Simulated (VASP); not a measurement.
# CoSi (P2_13) in VASP: notebook

CoSi is run at these levels: PBE; tasks: single point, relaxation of cell and atoms.

All numbers are computed with VASP 6.6.1; they aren't measurements. Logs are shortened: lines on timing, memory, paths and dates and some standing lists are left out, and cuts for length are marked.

## (1) The cell of the first run

It takes space group P2_13 (No. 198, cubic). Conventional cell: a = 4.432 Å, b = 4.432 Å, c = 4.432 Å, α = 90.00°, β = 90.00°, γ = 90.00°. Within 3.1 Å of Co (site symmetry 3) lie 7 Si at 2.32 to 2.43 Å and 6 Co at 2.73 Å. Within 3.1 Å of Si (site symmetry 3) lie 7 Co at 2.32 to 2.43 Å and 6 Si at 2.74 Å.

## (2) Single point, PBE

INCAR reads:

```
SYSTEM = CoSi
ALGO = Normal ; EDIFF = 1E-6
ENCUT = 600 ; GGA = PE
GGA_COMPAT = .False. ; ISIF = 2
ISMEAR = 0 ; LASPH = .True.
LCHARG = .False. ; LREAL = .False.
LWAVE = .False. ; NBANDS = 36
NELM = 120 ; PREC = Accurate
SIGMA = 0.3
```

KPOINTS reads:

```
k-points
0
Gamma
  8 8 8
  0 0 0
```

POSCAR reads:

```
CoSi
1.0
    4.4320041358      0.0000000000      0.0000000000
    0.0000000000      4.4320041358      0.0000000000
    0.0000000000      0.0000000000      4.4320041358
Co Si
4 4
Direct
    0.1448172984      0.1448172984      0.1448172984
    0.3551827016      0.8551827016      0.6448172984
    0.6448172984      0.3551827016      0.8551827016
    0.8551827016      0.6448172984      0.3551827016
    0.8431354797      0.8431354797      0.8431354797
    0.6568645203      0.1568645203      0.3431354797
    0.3431354797      0.6568645203      0.1568645203
    0.1568645203      0.3431354797      0.6568645203
```

Potentials or basis: VASP PAW PBE potentials, release 64 (Co, Si).

Launch:

```
cat potpaw_PBE.64/Co/POTCAR potpaw_PBE.64/Si/POTCAR > POTCAR
mpirun -np 1 vasp_std > vasp.out
```

OUTCAR:

```text
SYSTEM = CoSi
   EDIFF = 1E-6
   ENCUT = 600
   GGA = PE
   ISIF = 2
   ISMEAR = 0
   LASPH = .True.
   LREAL = .False.
   NELM = 120
   PREC = Accurate

 ion  position               nearest neighbor table
   1  0.145  0.145  0.145-   5 2.32   6 2.34   7 2.34   8 2.34   7 2.43   8 2.43   6 2.43   3 2.73
                             4 2.73   2 2.73   2 2.73   4 2.73   3 2.73
   2  0.355  0.855  0.645-   6 2.32   5 2.34   7 2.34   8 2.34   7 2.43   8 2.43   5 2.43   1 2.73
                             1 2.73   3 2.73   3 2.73   4 2.73   4 2.73
   3  0.645  0.355  0.855-   7 2.32   6 2.34   5 2.34   8 2.34   8 2.43   6 2.43   5 2.43   1 2.73
                             4 2.73   2 2.73   2 2.73   4 2.73   1 2.73
   4  0.855  0.645  0.355-   8 2.32   6 2.34   7 2.34   5 2.34   6 2.43   5 2.43   7 2.43   1 2.73
                             3 2.73   2 2.73   1 2.73   2 2.73   3 2.73
   5  0.843  0.843  0.843-   1 2.32   2 2.34   3 2.34   4 2.34   3 2.43   4 2.43   2 2.43   6 2.74
                             7 2.74   8 2.74   6 2.74   8 2.74   7 2.74
   6  0.657  0.157  0.343-   2 2.32   1 2.34   3 2.34   4 2.34   3 2.43   4 2.43   1 2.43   8 2.74
                             5 2.74   5 2.74   7 2.74   7 2.74   8 2.74
   7  0.343  0.657  0.157-   3 2.32   2 2.34   1 2.34   4 2.34   4 2.43   2 2.43   1 2.43   8 2.74
                             5 2.74   8 2.74   6 2.74   6 2.74   5 2.74
   8  0.157  0.343  0.657-   4 2.32   2 2.34   3 2.34   1 2.34   2 2.43   1 2.43   3 2.43   7 2.74
                             5 2.74   7 2.74   5 2.74   6 2.74   6 2.74

  LATTYP: Found a simple cubic cell.
 ALAT       =     4.4320041358

  Lattice vectors:

 A1 = (   4.4320041358,   0.0000000000,   0.0000000000)
 A2 = (   0.0000000000,   4.4320041358,   0.0000000000)
 A3 = (   0.0000000000,   0.0000000000,   4.4320041358)

Analysis of symmetry for initial positions (statically):
=====================================================================
 Subroutine PRICEL returns:
 Original cell was already a primitive cell.

 Routine SETGRP: Setting up the symmetry group for a
 simple cubic supercell.

 Subroutine GETGRP returns: Found 12 space group operations
 (whereof  3 operations were pure point group operations)
 out of a pool of 48 trial point group operations.

The static configuration has the point symmetry C_3 .
 The point group associated with its full space group is T   .

Analysis of symmetry for dynamics (positions and initial velocities):
=====================================================================
 Subroutine PRICEL returns:
 Original cell was already a primitive cell.

 Routine SETGRP: Setting up the symmetry group for a
 simple cubic supercell.

 Subroutine GETGRP returns: Found 12 space group operations
 (whereof  3 operations were pure point group operations)
 out of a pool of 48 trial point group operations.

The dynamic configuration has the point symmetry C_3 .
 The point group associated with its full space group is T   .

 Subroutine INISYM returns: Found 12 space group operations
 (whereof  3 operations are pure point group operations),
 and found     1 'primitive' translations

----------------------------------------------------------------------------------------

                                     Primitive cell

  volume of cell :      87.0564

  direct lattice vectors                    reciprocal lattice vectors
     4.432004136  0.000000000  0.000000000     0.225631558  0.000000000  0.000000000
     0.000000000  4.432004136  0.000000000     0.000000000  0.225631558  0.000000000
     0.000000000  0.000000000  4.432004136     0.000000000  0.000000000  0.225631558

  length of vectors
     4.432004136  4.432004136  4.432004136     0.225631558  0.225631558  0.225631558

  position of ions in fractional coordinates (direct lattice)
     0.144817298  0.144817298  0.144817298
     0.355182702  0.855182702  0.644817298
     0.644817298  0.355182702  0.855182702
     0.855182702  0.644817298  0.355182702
     0.843135480  0.843135480  0.843135480
     0.656864520  0.156864520  0.343135480
     0.343135480  0.656864520  0.156864520
     0.156864520  0.343135480  0.656864520

  ion indices of the primitive-cell ions
   primitive index   ion index
                 1           1
                 2           2
                 3           3
                 4           4
                 5           5
                 6           6
                 7           7
                 8           8

----------------------------------------------------------------------------------------

 KPOINTS: k-points

Automatic generation of k-mesh.
 Grid dimensions read from file:
 generate k-points for:    8    8    8

 Generating k-lattice:

  Cartesian coordinates                     Fractional coordinates (reciprocal lattice)
     0.028203945  0.000000000  0.000000000     0.125000000  0.000000000  0.000000000
     0.000000000  0.028203945  0.000000000     0.000000000  0.125000000  0.000000000
     0.000000000  0.000000000  0.028203945     0.000000000  0.000000000  0.125000000

  Length of vectors
     0.028203945  0.028203945  0.028203945

  Shift w.r.t. Gamma in fractional coordinates (k-lattice)
     0.000000000  0.000000000  0.000000000

 Subroutine IBZKPT returns following result:
 ===========================================

 Found     45 irreducible k-points:

 Following reciprocal coordinates:
            Coordinates               Weight
  0.000000  0.000000  0.000000      1.000000
  0.125000  0.000000  0.000000      6.000000
  0.250000  0.000000  0.000000      6.000000
  0.375000  0.000000  0.000000      6.000000
  0.500000  0.000000  0.000000      3.000000
  0.125000  0.125000  0.000000     12.000000
[... 16 lines left out ...]
  0.250000  0.125000  0.125000     24.000000
  0.375000  0.125000  0.125000     24.000000
 [... further k-points ...]
   k-points           NKPTS =     45   k-points in BZ     NKDIM =     45   number of bands    NBANDS=     36
   number of dos      NEDOS =    301   number of ions     NIONS =      8
   total plane-waves  NPLWV =  46656
   dimension x,y,z NGX =    36 NGY =   36 NGZ =   36
   dimension x,y,z NGXF=    72 NGYF=   72 NGZF=   72
   ions per type =               4   4
   NGX,Y,Z   is equivalent  to a cutoff of  13.50, 13.50, 13.50 a.u.
   NGXF,Y,Z  is equivalent  to a cutoff of  27.01, 27.01, 27.01 a.u.
 SYSTEM =  CoSi
   PREC   = accura    normal or accurate (medium, high low for compatibility)
   ISTART =      0    job   : 0-new  1-cont  2-samecut
   ICHARG =      2    charge: 1-file 2-atom 10-const
   ISPIN  =      1    spin polarized calculation?
   LNONCOLLINEAR =      F non collinear calculations
   LSORBIT =      F    spin-orbit coupling
   LASPH  =      T    aspherical Exc in radial PAW
   ENCUT  =  600.0 eV  44.10 Ry    6.64 a.u.   8.85  8.85  8.85*2*pi/ulx,y,z
   NELM   =    120;   NELMIN=  2; NELMDL= -5     # of ELM steps
   EDIFF  = 0.1E-05   stopping-criterion for ELM
   LREAL  =      F    real-space projection
   EDIFFG = 0.1E-04   stopping-criterion for IOM
   NSW    =      0    number of steps for IOM
   IBRION =     -1    ionic relax: 0-MD 1-quasi-New 2-CG
   NFREE  =      0    steps in history (QN), initial steepest desc. (CG)
   ISIF   =      2    stress and relaxation
   ISYM   =      2    0-nonsym 1-usesym 2-fastsym
   POTIM  = 0.5000    time-step for ionic-motion
   TEBEG  =    0.0;   TEEND  =   0.0 temperature during run
   PSTRESS=    0.0 pullay stress
   NELECT =      52.0000    total number of electrons
   NUPDOWN=      -1.0000    fix difference up-down
   EMIN   =  10.00;   EMAX   =-10.00  energy-range for DOS
   EFERMI =   0.00;   METHOD = LEGACY
   ISMEAR =     0;   SIGMA  =   0.30  broadening in eV -4-tet -1-fermi 0-gaus
   EFERMI_NEDOS =   21; number of points for ismear=-14 and -15
   IALGO  =     38    algorithm
   IMIX   =      4    mixing-type and parameters
     AMIX     =   0.40;   BMIX     =  1.00
     AMIX_MAG =   1.60;   BMIX_MAG =  1.00
  volume/ion in A,a.u.               =      10.88        73.44
  Fermi-wavevector in a.u.,A,eV,Ry     =   1.378719  2.605401 25.862856  1.900866
  Thomas-Fermi vector in A             =   2.503755
   LORBIT       =      0    0 simple, 1 ext, 2 COOP (PROOUT), +10 PAW based schemes
   GGA     = PE    functional components
   LHFCALC =     F    Hartree Fock is set to
   AEXX    =    0.0000 exact exchange contribution
   IVDW    =     0    specifies the selected vdW correction
   LEPSILON=     F    determine dielectric tensor
   LRPA    =     F    only Hartree local field effects (RPA)
 non-spin polarized calculation
 Gauss-broadening in eV      SIGMA  =   0.30
  energy-cutoff  :      600.00
  volume of cell :       87.06
 maximum number of plane-waves:      2945
   NGX = 17   NGY = 17   NGZ = 17

 number of electron      52.0000005 magnetization

 Free energy of the ion-electron system (eV)
  ---------------------------------------------------
  ext. energy  EPLUGINS =         0.00000000
  ---------------------------------------------------
  free energy    TOTEN  =       -54.78955466 eV

  energy without entropy =      -54.68186750  energy(sigma->0) =      -54.73571108

 E-fermi :  12.2061     XC(G=0): -12.8628

 val. band max:       12.0909968682   @ k =   0.5000   0.5000   0.3750
 cond. band min:      12.2293604740   @ k =   0.5000   0.3750   0.3750
 fundamental gap:      0.1383636058
 Fermi energy:        12.2060847927

 k-point     1 :       0.0000    0.0000    0.0000
  band No.  band energies     occupation
      1      -1.5694      2.00000
      2       3.9222      2.00000
      3       3.9222      2.00000
      4       3.9222      2.00000
      5       6.6224      2.00000
      6       6.6224      2.00000
[... 28 lines left out ...]
     35      15.6642      0.00000
     36      16.9600      0.00000

 k-point     2 :       0.1250    0.0000    0.0000
  band No.  band energies     occupation
      1      -1.4531      2.00000
      2       3.1290      2.00000
      3       3.9965      2.00000
      4       4.4927      2.00000
      5       6.1884      2.00000
      6       6.6921      2.00000
[... 28 lines left out ...]
     35      16.0789      0.00000
     36      17.3998      0.00000

 k-point     3 :       0.2500    0.0000    0.0000
  band No.  band energies     occupation
      1      -1.1076      2.00000
      2       2.1480      2.00000
      3       4.2136      2.00000
      4       4.9460      2.00000
      5       5.9909      2.00000
      6       6.8451      2.00000
[... 28 lines left out ...]
     35      16.7728      0.00000
     36      17.4708      0.00000

 k-point     4 :       0.3750    0.0000    0.0000
  band No.  band energies     occupation
      1      -0.5441      2.00000
      2       1.1365      2.00000
      3       4.5517      2.00000
      4       5.1959      2.00000
      5       5.9813      2.00000
      6       6.7961      2.00000
[... 28 lines left out ...]
     35      16.9252      0.00000
     36      17.6275      0.00000

 k-point     5 :       0.5000    0.0000    0.0000
  band No.  band energies     occupation
      1       0.2164      2.00000
      2       0.2164      2.00000
      3       4.9506      2.00000
      4       4.9506      2.00000
      5       6.3579      2.00000
      6       6.3579      2.00000
[... 655 lines left out ...]
 k-point    22 :       0.1250    0.1250    0.1250
  band No.  band energies     occupation
      1      -1.2221      2.00000
      2       2.8835      2.00000
      3       3.5421      2.00000
      4       4.7278      2.00000
      5       6.1783      2.00000
      6       6.8788      2.00000
[... 28 lines left out ...]
     35      16.8487      0.00000
     36      16.9153      0.00000

 k-point    23 :       0.2500    0.1250    0.1250
  band No.  band energies     occupation
      1      -0.8802      2.00000
      2       2.2517      2.00000
      3       3.5879      2.00000
      4       4.8443      2.00000
      5       6.0409      2.00000
      6       6.7085      2.00000
[... 28 lines left out ...]
     35      16.6211      0.00000
     36      17.1877      0.00000

 k-point    24 :       0.3750    0.1250    0.1250
  band No.  band energies     occupation
      1      -0.3232      2.00000
      2       1.3190      2.00000
      3       3.9506      2.00000
      4       4.8911      2.00000
      5       5.7557      2.00000
      6       6.4913      2.00000
[... 28 lines left out ...]
     35      16.9308      0.00000
     36      17.7377      0.00000

 [... further k-points ...]

------------------------ aborting loop because EDIFF is reached ----------------------------------------

  FORCE on cell =-STRESS in cart. coord.  units (eV):
  Direction    XX          YY          ZZ          XY          YZ          ZX
  --------------------------------------------------------------------------------------
  -------------------------------------------------------------------------------------
  Total       -0.0689287     -0.0689287     -0.0689287      0.0000000      0.0000000      0.0000000
  in kB       -1.2685574     -1.2685574     -1.2685574      0.0000000      0.0000000      0.0000000
  external PRESSURE =      -1.2685574 kB  Pullay stress =       0.0000000 kB

 VOLUME and BASIS-vectors are now :
 -----------------------------------------------------------------------------
  energy-cutoff  :      600.00
  volume of cell :       87.06
      direct lattice vectors                 reciprocal lattice vectors
     4.432004136  0.000000000  0.000000000     0.225631558  0.000000000  0.000000000
     0.000000000  4.432004136  0.000000000     0.000000000  0.225631558  0.000000000
     0.000000000  0.000000000  4.432004136     0.000000000  0.000000000  0.225631558

 POSITION                                       TOTAL-FORCE (eV/Angst)
 -----------------------------------------------------------------------------------
      0.64183      0.64183      0.64183         0.001746      0.001746      0.001746
      1.57417      3.79017      2.85783        -0.001746     -0.001746      0.001746
      2.85783      1.57417      3.79017         0.001746     -0.001746     -0.001746
      3.79017      2.85783      1.57417        -0.001746      0.001746     -0.001746
      3.73678      3.73678      3.73678         0.000964      0.000964      0.000964
      2.91123      0.69522      1.52078        -0.000964     -0.000964      0.000964
      1.52078      2.91123      0.69522         0.000964     -0.000964     -0.000964
      0.69522      1.52078      2.91123        -0.000964      0.000964     -0.000964
 -----------------------------------------------------------------------------------
    total drift:                               -0.000000      0.000000      0.000000

  FREE ENERGIE OF THE ION-ELECTRON SYSTEM (eV)
  ---------------------------------------------------
  free  energy   TOTEN  =       -54.7895546585 eV

  energy  without entropy=      -54.6818675008  energy(sigma->0) =      -54.73571108
```

It took 3.8 min on 1 thread of Intel Xeon 8259CL, shared host; peak memory 0.29 GiB.

What came out:

```
Free energy            : -54.7896 eV
Pressure               : -0.1 GPa
Largest force          : 0.003 eV/Å
Band gap on the k mesh : zero (bands 26 and 27 overlap by 0.21 eV)
```

Forces on the atoms (eV/Å):
```
Co   0.002  0.002  0.002
Co  -0.002 -0.002  0.002
Co   0.002 -0.002 -0.002
Co  -0.002  0.002 -0.002
Si   0.001  0.001  0.001
Si  -0.001 -0.001  0.001
Si   0.001 -0.001 -0.001
Si  -0.001  0.001 -0.001
```

Caveat: so wide a smearing shifts energies and pressures.

## (3) Relaxation of cell and atoms, PBE

This run uses another cell than the first one, of 10.93 Å³/atom.

INCAR reads:

```
SYSTEM = CoSi
PREC = Accurate ; ENCUT = 600
EDIFF = 1E-7 ; ISMEAR = 0
SIGMA = 0.3 ; LREAL = .FALSE.
LASPH = .TRUE. ; NELM = 120
ALGO = Normal ; ISIF = 3
LWAVE = .FALSE. ; LCHARG = .FALSE.
GGA = PE ; IBRION = 2
NSW = 100 ; EDIFFG = -0.002
GGA_COMPAT = .FALSE. ; NELMIN = 4
```

KPOINTS reads:

```
regular mesh
0
G
  8 8 8
  0 0 0
```

POSCAR reads:

```
CoSi
1.0
    4.4380000000      0.0000000000      0.0000000000
    0.0000000000      4.4380000000      0.0000000000
    0.0000000000      0.0000000000      4.4380000000
Co Si
4 4
Direct
    0.1400000000      0.1400000000      0.1400000000
    0.3600000000      0.8600000000      0.6400000000
    0.6400000000      0.3600000000      0.8600000000
    0.8600000000      0.6400000000      0.3600000000
    0.8430000000      0.8430000000      0.8430000000
    0.6570000000      0.1570000000      0.3430000000
    0.3430000000      0.6570000000      0.1570000000
    0.1570000000      0.3430000000      0.6570000000
```

Potentials or basis: VASP PAW PBE potentials, release 64 (Co, Si).

Launch:

```
cat potpaw_PBE.64/Co/POTCAR potpaw_PBE.64/Si/POTCAR > POTCAR
mpirun -np 1 vasp_std > vasp.out
```

It took 23 min on 1 thread of Intel Xeon 8259CL, shared host; peak memory 0.29 GiB.

The run converged. Its results:

```yaml
Free_energy: -54.7897 eV
Relaxed_volume: 10.87 Å³/atom
Relaxed_cell: a = 4.431 Å, b = 4.431 Å, c = 4.431 Å, α = 90.00°, β = 90.00°, γ = 90.00°
Space_group_after_relaxing_to_0.1_Å: P2_13 (No. 198)
Energy_gained_by_relaxing: 2.5 meV/atom
Ionic_steps: 11
Pressure_after_relaxing: 0.0 GPa
Band_gap_on_the_k_mesh: zero (bands 26 and 27 overlap by 0.21 eV)
```

Step by step:
| step | energy change (eV) | largest force (eV/Å) | pressure (GPa) | volume (Å³) |
| --- | --- | --- | --- | --- |
| 1 | 0.0000 | 0.2631 | -0.23 | 87.41 |
| 2 | -0.0114 | 0.1753 | -0.02 | 87.22 |
| 3 | -0.0190 | 0.0870 | 0.43 | 86.88 |
| 4 | -0.0194 | 0.0222 | -0.84 | 87.32 |
| 5 | -0.0199 | 0.0455 | -0.29 | 87.13 |
| 6 | -0.0203 | 0.0066 | 0.12 | 86.95 |
| 7 | -0.0204 | 0.0037 | 0.04 | 86.98 |
| 8 | -0.0204 | 0.0029 | -0.01 | 87.01 |
| 9 | -0.0204 | 0.0032 | -0.01 | 87.00 |
| 10 | -0.0204 | 0.0031 | -0.01 | 87.00 |
| 11 | -0.0204 | 0.0018 | 0.01 | 87.00 |

Final structure:
```yaml
crystal:
  lattice:
    - [4.43102, 0.00000, 0.00000]
    - [0.00000, 4.43102, 0.00000]
    - [0.00000, 0.00000, 4.43102]
  atoms:
    - { symbol: Co, position: [0.14493, 0.14493, 0.14493] }
    - { symbol: Co, position: [0.35507, 0.85507, 0.64493] }
    - { symbol: Co, position: [0.64493, 0.35507, 0.85507] }
    - { symbol: Co, position: [0.85507, 0.64493, 0.35507] }
    - { symbol: Si, position: [0.84318, 0.84318, 0.84318] }
    - { symbol: Si, position: [0.65682, 0.15682, 0.34318] }
    - { symbol: Si, position: [0.34318, 0.65682, 0.15682] }
    - { symbol: Si, position: [0.15682, 0.34318, 0.65682] }
```

Levels at points of the mesh, in eV from the Fermi level:
| k point | band 24 | band 25 | band 26 | band 27 | band 28 | band 29 |
| --- | --- | --- | --- | --- | --- | --- |
| (0.00, 0.00, 0.00) | -0.88 | -0.12 | -0.12 | -0.12 | 2.38 | 2.38 |
| (0.50, 0.00, 0.00) | -0.76 | -0.59 | -0.59 | 0.89 | 0.89 | 1.38 |
| (0.50, 0.50, 0.00) | -1.11 | -0.15 | -0.15 | 0.48 | 0.48 | 1.89 |
| (0.50, 0.50, 0.50) | -1.33 | -0.33 | -0.33 | -0.33 | -0.33 | 5.29 |

Caveat: so wide a smearing shifts energies and pressures. Spin polarisation is off, so any magnetic state and its effect on volume and gap are missing.

The gap in the log of VASP goes by the Fermi energy; the results here count the filled bands.